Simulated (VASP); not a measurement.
## H18CO10: single point with PBE+D3(BJ)

The system is H18CO10.

```xyz
29
Lattice="6.7166 0.0000 0.0000 0.0000 6.7166 0.0000 0.0000 0.0000 6.7166" Properties=species:S:1:pos:R:3 pbc="T T T"
O     2.6640    0.5800    2.5390
O     3.6455    4.1991    6.2001
O     6.2876    4.1498    0.3246
O     5.4385    7.0379    5.2129
O     1.3395    3.3001    3.4828
O     0.8035    1.0686    0.4370
O     2.2826    4.8994    1.6323
O     2.9585    1.3124    5.2904
O     5.6446    3.7331    3.7343
O     4.9468    1.8531    2.5248
H     2.1031    0.7808    1.7483
H     3.4823    1.0117    2.2947
H     4.5687    4.0196    6.5814
H     3.3233    3.2741    5.9797
H     6.5181    4.2378    1.2704
H     6.8211    4.6729   -0.1703
H     6.2490    7.3336    5.7424
H     5.8001    6.5917    4.4558
H     1.7097    3.8997    2.8276
H     1.6858    2.3767    3.3886
H     0.5647    2.0458    0.4168
H     1.6690    0.9773   -0.0607
H     2.4229    5.8515    1.8839
H     2.8066    4.6568    0.8474
H     2.6309    0.7859    4.6080
H     3.9668    1.0677    5.3986
H     6.6624    3.3845    3.5483
H     3.6940    3.3175    3.2779
C     4.7448    2.9076    3.1057
```

| Item | Value |
| --- | --- |
| Program | VASP 6.6.1 |
| Task | single point |
| Functional | PBE |
| Dispersion | D3(BJ) |
| Potentials or basis | VASP PAW PBE potentials, release 64 (O, H, C) |
| Cutoff | 520 eV |
| k mesh | 1 × 1 × 1 |
| Occupations | fermi-dirac, width 0.02 eV |
| Spin | no spin polarisation |

| Item | Value |
| --- | --- |
| Pressure | 0.5 GPa |
| Largest force | 5.583 eV/Å |
| Band gap on the k mesh | 4.67 eV |
| Dispersion energy per atom | -0.036 eV |

Forces in eV/Å, atoms in the order of the input:
```
O   -1.949 -0.178 -0.266
O    0.511 -1.683  0.421
O   -3.081 -3.531  3.035
O    1.027  0.902  1.734
O   -0.666 -1.851  1.549
O    0.279  0.823 -0.225
O   -1.164  0.042  0.959
O    2.281  1.695  3.209
O   -0.747 -1.876 -1.819
O    0.773 -0.087 -0.510
H   -0.671  0.214  0.416
H    1.945  0.666  0.124
H   -0.709  0.551 -0.618
H    0.193  1.021 -0.068
H    0.195  0.338 -0.492
H    2.969  2.966 -2.402
H   -1.011 -0.336 -0.239
H    0.089 -0.570 -1.084
H    1.080  1.008 -1.618
H    0.053  0.687 -0.177
H    0.343 -1.015 -0.034
H   -0.419  0.507 -0.409
H    0.425 -0.691  0.137
H    0.603 -0.121 -0.920
H   -0.734 -1.744 -2.415
H   -1.592 -0.119 -0.554
H   -0.442  0.392  0.405
H    0.702 -0.205 -0.163
C   -0.282  2.194  2.026
```

Stress tensor (GPa, compression positive):
```
-0.32  1.44 -2.07
 1.44  0.03 -0.75
-2.07 -0.75  1.87
```

Levels at points of the mesh, in eV from the valence-band top:
```csv
k point,band 39,band 40,band 41,band 42,band 43,band 44
"(0.00, 0.00, 0.00)",-0.36,-0.21,0.00,4.67,5.29,7.40
```

Run time: 45 s on 1 thread of AMD EPYC 7R13 Processor (Zen 3), with other jobs on the host, peak memory 0.29 GiB.

Caveat: the k points lie up to 0.94 Å⁻¹ apart.
